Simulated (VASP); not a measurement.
# FeRu (P-6m2) in VASP: a series of runs

FeRu is run at these levels: LDA; tasks: single point.

Everything below comes from runs of VASP 6.6.1. Logs are shortened: lines on timing, memory, paths and dates and some standing lists are left out, and cuts for length are marked.

## (1) The cell of the first run

Symmetry: P-6m2, No. 187, hexagonal system. The conventional cell has a = 2.589 Å, b = 2.589 Å, c = 3.987 Å, α = 90.00°, β = 90.00°, γ = 120.00°. Fe (site symmetry -6m2) has 6 Ru at 2.49 Å and 6 Fe at 2.59 Å within 3.3 Å. Within 3.3 Å of Ru (site symmetry -6m2) lie 6 Fe at 2.49 Å and 6 Ru at 2.59 Å.

## (2) Single point, LDA, collinear spin, ferromagnetic start (volume scaled by 0.94)

The input, INCAR:

```
ALGO = Normal ; EDIFF = 1E-7
ENCUT = 520 ; GGA = CA
ISIF = 2 ; ISMEAR = -1
ISPIN = 2 ; LASPH = T
LCHARG = F ; LMAXMIX = 4
LORBIT = 11 ; LREAL = F
LWAVE = F ; MAGMOM = 3 1.5
NBANDS = 22 ; NELM = 150
PREC = Accurate ; SIGMA = 0.05
```

The input, KPOINTS:

```
k-points
0
Gamma
  12 12 7
```

The input, POSCAR:

```
FeRu
1.0
    2.5888515596      0.0000000000      0.0000000000
   -1.2944257798      2.2420112172      0.0000000000
    0.0000000000      0.0000000000      3.9871378285
Fe Ru
1 1
Direct
    0.0000000000      0.0000000000      0.5000000000
    0.6666666667      0.3333333333      0.0000000000
```

Potentials or basis: VASP PAW LDA potentials, release 64 (Fe, Ru_pv).

Command:

```
cat potpaw_LDA.64/Fe/POTCAR potpaw_LDA.64/Ru_pv/POTCAR > POTCAR
mpirun -np 1 vasp_std > vasp.out
```

OUTCAR:

```text
EDIFF = 1E-7
   ENCUT = 520
   GGA = CA
   ISIF = 2
   ISMEAR = -1
   ISPIN = 2
   LASPH = T
   LORBIT = 11
   LREAL = F
   NELM = 150
   PREC = Accurate

 ion  position               nearest neighbor table
   1  0.000  0.000  0.500-   2 2.49   2 2.49   2 2.49   2 2.49   2 2.49   2 2.49
   2  0.667  0.333  0.000-   1 2.49   1 2.49   1 2.49   1 2.49   1 2.49   1 2.49

  LATTYP: Found a hexagonal cell.
 ALAT       =     2.5888515596
 C/A-ratio  =     1.5401183640

  Lattice vectors:

 A1 = (   2.5888515596,   0.0000000000,   0.0000000000)
 A2 = (  -1.2944257798,   2.2420112172,   0.0000000000)
 A3 = (   0.0000000000,   0.0000000000,   3.9871378285)

Analysis of symmetry for initial positions (statically):
=====================================================================
 Subroutine PRICEL returns:
 Original cell was already a primitive cell.

 Routine SETGRP: Setting up the symmetry group for a
 hexagonal supercell.

 Subroutine GETGRP returns: Found 12 space group operations
 (whereof 12 operations were pure point group operations)
 out of a pool of 24 trial point group operations.

The static configuration has the point symmetry D_3h.

Analysis of symmetry for dynamics (positions and initial velocities):
=====================================================================
 Subroutine PRICEL returns:
 Original cell was already a primitive cell.

 Routine SETGRP: Setting up the symmetry group for a
 hexagonal supercell.

 Subroutine GETGRP returns: Found 12 space group operations
 (whereof 12 operations were pure point group operations)
 out of a pool of 24 trial point group operations.

The dynamic configuration has the point symmetry D_3h.

Analysis of structural, dynamic, and magnetic symmetry:
=====================================================================
 Subroutine PRICEL returns:
 Original cell was already a primitive cell.

 Routine SETGRP: Setting up the symmetry group for a
 hexagonal supercell.

 Subroutine GETGRP returns: Found 12 space group operations
 (whereof 12 operations were pure point group operations)
 out of a pool of 24 trial point group operations.

The overall configuration has the point symmetry D_3h.

 Subroutine INISYM returns: Found 12 space group operations
 (whereof 12 operations are pure point group operations),
 and found     1 'primitive' translations

----------------------------------------------------------------------------------------

                                     Primitive cell

  volume of cell :      23.1423

  direct lattice vectors                    reciprocal lattice vectors
     2.588851560  0.000000000  0.000000000     0.386271664  0.223014049  0.000000000
    -1.294425780  2.242011217  0.000000000     0.000000000  0.446028098  0.000000000
     0.000000000  0.000000000  3.987137828     0.000000000  0.000000000  0.250806479

  length of vectors
     2.588851560  2.588851560  3.987137828     0.446028098  0.446028098  0.250806479

  position of ions in fractional coordinates (direct lattice)
     0.000000000  0.000000000  0.500000000
     0.666666667  0.333333333  0.000000000

  ion indices of the primitive-cell ions
   primitive index   ion index
                 1           1
                 2           2

----------------------------------------------------------------------------------------

 KPOINTS: k-points

Automatic generation of k-mesh.
 Grid dimensions read from file:
 generate k-points for:   12   12    7

 Generating k-lattice:

  Cartesian coordinates                     Fractional coordinates (reciprocal lattice)
     0.032189305  0.018584504  0.000000000     0.083333333  0.000000000  0.000000000
     0.000000000  0.037169008  0.000000000     0.000000000  0.083333333  0.000000000
     0.000000000  0.000000000  0.035829497     0.000000000  0.000000000  0.142857143

  Length of vectors
     0.037169008  0.037169008  0.035829497

  Shift w.r.t. Gamma in fractional coordinates (k-lattice)
     0.000000000  0.000000000  0.000000000

 Subroutine IBZKPT returns following result:
 ===========================================

 Found     76 irreducible k-points:

 Following reciprocal coordinates:
            Coordinates               Weight
  0.000000  0.000000  0.000000      1.000000
  0.083333 -0.000000  0.000000      6.000000
  0.166667 -0.000000  0.000000      6.000000
  0.250000 -0.000000  0.000000      6.000000
  0.333333 -0.000000  0.000000      6.000000
  0.416667 -0.000000  0.000000      6.000000
[... 16 lines left out ...]
  0.250000 -0.000000  0.142857     12.000000
  0.333333 -0.000000  0.142857     12.000000
 [... further k-points ...]
   k-points           NKPTS =     76   k-points in BZ     NKDIM =     76   number of bands    NBANDS=     22
   number of dos      NEDOS =    301   number of ions     NIONS =      2
   total plane-waves  NPLWV =  12000
   dimension x,y,z NGX =    20 NGY =   20 NGZ =   30
   dimension x,y,z NGXF=    40 NGYF=   40 NGZF=   60
   ions per type =               1   1
   NGX,Y,Z   is equivalent  to a cutoff of  12.84, 12.84, 12.51 a.u.
   NGXF,Y,Z  is equivalent  to a cutoff of  25.69, 25.69, 25.02 a.u.
 SYSTEM =  unknown system
   PREC   = accura    normal or accurate (medium, high low for compatibility)
   ISTART =      0    job   : 0-new  1-cont  2-samecut
   ICHARG =      2    charge: 1-file 2-atom 10-const
   ISPIN  =      2    spin polarized calculation?
   LNONCOLLINEAR =      F non collinear calculations
   LSORBIT =      F    spin-orbit coupling
   LASPH  =      T    aspherical Exc in radial PAW
   ENCUT  =  520.0 eV  38.22 Ry    6.18 a.u.   4.81  4.81  7.41*2*pi/ulx,y,z
   NELM   =    150;   NELMIN=  2; NELMDL= -5     # of ELM steps
   EDIFF  = 0.1E-06   stopping-criterion for ELM
   LREAL  =      F    real-space projection
   EDIFFG = 0.1E-05   stopping-criterion for IOM
   NSW    =      0    number of steps for IOM
   IBRION =     -1    ionic relax: 0-MD 1-quasi-New 2-CG
   NFREE  =      0    steps in history (QN), initial steepest desc. (CG)
   ISIF   =      2    stress and relaxation
   ISYM   =      2    0-nonsym 1-usesym 2-fastsym
   POTIM  = 0.5000    time-step for ionic-motion
   TEBEG  =    0.0;   TEEND  =   0.0 temperature during run
   PSTRESS=    0.0 pullay stress
   NELECT =      22.0000    total number of electrons
   NUPDOWN=      -1.0000    fix difference up-down
   EMIN   =  10.00;   EMAX   =-10.00  energy-range for DOS
   EFERMI =   0.00;   METHOD = LEGACY
   ISMEAR =    -1;   SIGMA  =   0.05  broadening in eV -4-tet -1-fermi 0-gaus
   EFERMI_NEDOS =   21; number of points for ismear=-14 and -15
   IALGO  =     38    algorithm
   IMIX   =      4    mixing-type and parameters
     AMIX     =   0.40;   BMIX     =  1.00
     AMIX_MAG =   1.60;   BMIX_MAG =  1.00
  volume/ion in A,a.u.               =      11.57        78.09
  Fermi-wavevector in a.u.,A,eV,Ry     =   1.609708  3.041906 35.254853  2.591159
  Thomas-Fermi vector in A             =   2.705375
   LORBIT       =     11    0 simple, 1 ext, 2 COOP (PROOUT), +10 PAW based schemes
   GGA     = CA    functional components
   LHFCALC =     F    Hartree Fock is set to
   AEXX    =    0.0000 exact exchange contribution
   IVDW    =     0    specifies the selected vdW correction
   LEPSILON=     F    determine dielectric tensor
   LRPA    =     F    only Hartree local field effects (RPA)
 spin polarized calculation
  energy-cutoff  :      520.00
  volume of cell :       23.14
 maximum number of plane-waves:       640
 NGX is ok and might be reduce to    20
   NGX =  9   NGY =  9   NGZ = 15

 number of electron      22.0000005 magnetization       0.0003720

 Free energy of the ion-electron system (eV)
  ---------------------------------------------------
  ext. energy  EPLUGINS =         0.00000000
  ---------------------------------------------------
  free energy    TOTEN  =       -19.92940947 eV

  energy without entropy =      -19.91239301  energy(sigma->0) =      -19.92090124

 E-fermi :  10.5903     XC(G=0): -14.3939

 val. band max:       10.5894283762   @ k =   0.1667   0.0833   0.2857
 cond. band min:      10.5964739847   @ k =   0.3333   0.0833   0.2857
 fundamental gap:      0.0070456085
 Fermi energy:        10.5902713131

 spin component 1

 k-point     1 :       0.0000    0.0000    0.0000
  band No.  band energies     occupation
      1     -32.3972      1.00000
      2     -31.7829      1.00000
      3     -31.7829      1.00000
      4       2.0422      1.00000
      5       4.4743      1.00000
      6       7.9641      1.00000
[... 14 lines left out ...]
     21      34.0286      0.00000
     22      34.0286      0.00000

 k-point     2 :       0.0833   -0.0000    0.0000
  band No.  band energies     occupation
      1     -32.3863      1.00000
      2     -31.8637      1.00000
      3     -31.8013      1.00000
      4       2.3039      1.00000
      5       4.6743      1.00000
      6       7.6604      1.00000
[... 542 lines left out ...]
 k-point    24 :       0.3333   -0.0000    0.1429
  band No.  band energies     occupation
      1     -32.6535      1.00000
      2     -32.2759      1.00000
      3     -31.9864      1.00000
      4       4.4811      1.00000
      5       5.3699      1.00000
      6       6.2283      1.00000
[... 14 lines left out ...]
     21      29.8815      0.00000
     22      33.0105      0.00000

 [... further k-points ...]

 spin component 2

 k-point     1 :       0.0000    0.0000    0.0000
  band No.  band energies     occupation
      1     -32.3972      1.00000
      2     -31.7829      1.00000
      3     -31.7829      1.00000
      4       2.0422      1.00000
      5       4.4743      1.00000
      6       7.9641      1.00000
[... 14 lines left out ...]
     21      34.0287      0.00000
     22      34.0287      0.00000

 k-point     2 :       0.0833   -0.0000    0.0000
  band No.  band energies     occupation
      1     -32.3864      1.00000
      2     -31.8638      1.00000
      3     -31.8013      1.00000
      4       2.3039      1.00000
      5       4.6743      1.00000
      6       7.6604      1.00000
[... 542 lines left out ...]
 k-point    24 :       0.3333   -0.0000    0.1429
  band No.  band energies     occupation
      1     -32.6535      1.00000
      2     -32.2759      1.00000
      3     -31.9864      1.00000
      4       4.4811      1.00000
      5       5.3700      1.00000
      6       6.2284      1.00000
[... 14 lines left out ...]
     21      29.8815      0.00000
     22      33.0105      0.00000

 [... further k-points ...]
[... 5 lines left out ...]
  --------------------------------------------------------------------------------------
  -------------------------------------------------------------------------------------
  Total       -0.2880910     -0.2880910     -0.1178884     -0.0000000     -0.0000000      0.0000000
  in kB      -19.9450049    -19.9450049     -8.1616030     -0.0000000     -0.0000000      0.0000000
  external PRESSURE =     -16.0172042 kB  Pullay stress =       0.0000000 kB

 VOLUME and BASIS-vectors are now :
 -----------------------------------------------------------------------------
  energy-cutoff  :      520.00
  volume of cell :       23.14
      direct lattice vectors                 reciprocal lattice vectors
     2.588851560  0.000000000  0.000000000     0.386271664  0.223014049  0.000000000
    -1.294425780  2.242011217  0.000000000     0.000000000  0.446028098  0.000000000
     0.000000000  0.000000000  3.987137828     0.000000000  0.000000000  0.250806479

 POSITION                                       TOTAL-FORCE (eV/Angst)
 -----------------------------------------------------------------------------------
      0.00000      0.00000      1.99357         0.000000      0.000000      0.000000
      1.29443      0.74734      0.00000        -0.000000     -0.000000      0.000000
 -----------------------------------------------------------------------------------
    total drift:                               -0.000000      0.000000      0.000000

  FREE ENERGIE OF THE ION-ELECTRON SYSTEM (eV)
  ---------------------------------------------------
  free  energy   TOTEN  =       -19.9294094717 eV

  energy  without entropy=      -19.9123930059  energy(sigma->0) =      -19.92090124

 total charge

# of ion       s       p       d       tot
------------------------------------------
    1        0.506   0.600   6.356   7.462
    2        0.454   6.367   6.039  12.860
--------------------------------------------------
tot          0.960   6.967  12.395  20.322

 magnetization (x)

# of ion       s       p       d       tot
------------------------------------------
    1       -0.000  -0.000   0.000   0.000
    2       -0.000  -0.000  -0.000  -0.000
--------------------------------------------------
tot         -0.000  -0.000   0.000   0.000
```

It took 1.7 min on 1 thread of Oxide Virtual Turin-like, shared host; peak memory 0.14 GiB.

What came out:

```
Free energy                                           : -19.9294 eV
Pressure                                              : -1.6 GPa
Band gap on the k mesh                                : zero (filled and empty bands overlap)
Net moment                                            : 0.00 μB per cell
Valence electrons inside the program's atomic spheres : Fe 7.46; Ru 12.86
```

Stress tensor (GPa, compression positive):
```
-1.99  0.00  0.00
 0.00 -1.99  0.00
 0.00  0.00 -0.82
```

Levels at points of the mesh, in eV from the Fermi level:
Spin up:
| k point | band 9 | band 10 | band 11 | band 12 | band 13 | band 14 |
| --- | --- | --- | --- | --- | --- | --- |
| (0.00, 0.00, 0.00) | -1.26 | -1.26 | -1.23 | -1.23 | 1.11 | 1.11 |
| (0.50, 0.00, 0.00) | -1.54 | -1.07 | 0.59 | 1.62 | 2.25 | 3.15 |
Spin down:
```tsv
k point	band 7	band 8	band 9	band 10	band 11	band 12	band 13	band 14	band 15	band 16
(0.00, 0.00, 0.00)	-2.63	-1.66	-1.26	-1.26	-1.23	-1.23	1.11	1.11	1.34	9.88
(0.50, 0.00, 0.00)	-2.66	-2.04	-1.54	-1.07	0.59	1.62	2.25	3.15	6.15	9.88
```

Caveat: the starting moments collapsed, and a magnetic state may lie lower.

## (3) Single point, LDA, collinear spin, ferromagnetic start (volume scaled by 1.06)

The input, INCAR:

```
SYSTEM = FeRu
PREC = Accurate ; ENCUT = 520
EDIFF = 1E-6 ; ISMEAR = -1
SIGMA = 0.05 ; LREAL = .False.
LASPH = .True. ; NELM = 150
ALGO = Normal ; ISIF = 2
LWAVE = .False. ; LCHARG = .False.
ISPIN = 2 ; MAGMOM = 3 1.5
LORBIT = 11 ; LMAXMIX = 4
GGA = CA ; NBANDS = 22
```

The input, KPOINTS:

```
Automatic mesh
0
Gamma
  12 12 7
  0 0 0
```

The input, POSCAR:

```
FeRu
1.0
    2.6946342154      0.0000000000      0.0000000000
   -1.3473171077      2.3336216845      0.0000000000
    0.0000000000      0.0000000000      4.1500556394
Fe Ru
1 1
Direct
    0.0000000000      0.0000000000      0.5000000000
    0.6666666667      0.3333333333      0.0000000000
```

Potentials or basis: VASP PAW LDA potentials, release 64 (Fe, Ru_pv).

Command:

```
cat potpaw_LDA.64/Fe/POTCAR potpaw_LDA.64/Ru_pv/POTCAR > POTCAR
mpirun -np 1 vasp_std > vasp.out
```

It took 2.1 min on 1 thread of Oxide Virtual Turin-like, shared host; peak memory 0.15 GiB.

The run converged. Its results:

| Item | Value |
| --- | --- |
| Free energy | -19.5832 eV |
| Pressure | -32.3 GPa |
| Band gap on the k mesh | zero (filled and empty bands overlap) |
| Net moment | 0.00 μB per cell |
| Valence electrons inside the program's atomic spheres | Fe 7.18; Ru 12.61 |

Stress tensor (GPa, compression positive):
```
-32.23   0.00   0.00
  0.00 -32.23   0.00
  0.00   0.00 -32.38
```

Levels at points of the mesh, in eV from the Fermi level:
Spin up:
| k point | band 7 | band 8 | band 9 | band 10 | band 11 | band 12 | band 13 | band 14 | band 15 | band 16 |
| --- | --- | --- | --- | --- | --- | --- | --- | --- | --- | --- |
| (0.00, 0.00, 0.00) | -2.20 | -1.38 | -1.05 | -1.05 | -1.03 | -1.03 | 0.92 | 0.92 | 1.23 | 9.08 |
| (0.50, 0.00, 0.00) | -2.22 | -1.78 | -1.31 | -0.92 | 0.49 | 1.33 | 1.84 | 2.67 | 5.32 | 10.02 |
Spin down:
```
           k point  band 7  band 8  band 9  band 10  band 11  band 12  band 13  band 14  band 15  band 16
(0.00, 0.00, 0.00)   -2.20   -1.38   -1.05    -1.05    -1.03    -1.03     0.92     0.92     1.23     9.08
(0.50, 0.00, 0.00)   -2.22   -1.78   -1.31    -0.92     0.49     1.33     1.84     2.67     5.32    10.02
```

Caveat: the starting moments collapsed, and a magnetic state may lie lower.
